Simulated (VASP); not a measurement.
Runs of VASP 6.6.1 on WSe2. The structure is that of space group P-6m2 (No. 187), or close to it. The cells are those of the table. 

| cell | gap on the mesh (eV) | largest force (eV/Å) |
| --- | --- | --- |
| a = 3.318, b = 3.431, c = 16.658 Å, angles 90.0, 90.0, 118.9°, 3 atoms | 1.31 | 0.25 |
| a = 3.318, b = 3.355, c = 16.658 Å, angles 90.0, 90.0, 119.6°, 3 atoms | 1.45 | 0.10 |
| a = 3.318, b = 3.207, c = 16.658 Å, angles 90.0, 90.0, 121.2°, 3 atoms | (a) | 0.80 |
| a = 3.318, b = 3.244, c = 16.658 Å, angles 90.0, 90.0, 120.8°, 3 atoms | 1.68 | 0.60 |

Alike in all rows: task single point; level PBE+D3(BJ); potentials or basis VASP PAW PBE potentials, release 64 (W_sv, Se); no spin polarisation; k mesh 9 × 9 × 2; cutoff (eV) 520; smearing gaussian 0.05 eV.

Task: Fill in the values left out.

Result: (a) 1.76.

Caveats: spin-orbit coupling is left out, which moves the levels of the heavy elements.

A k mesh can miss the band edges, and the runs leave out spin-orbit coupling on Se, W.
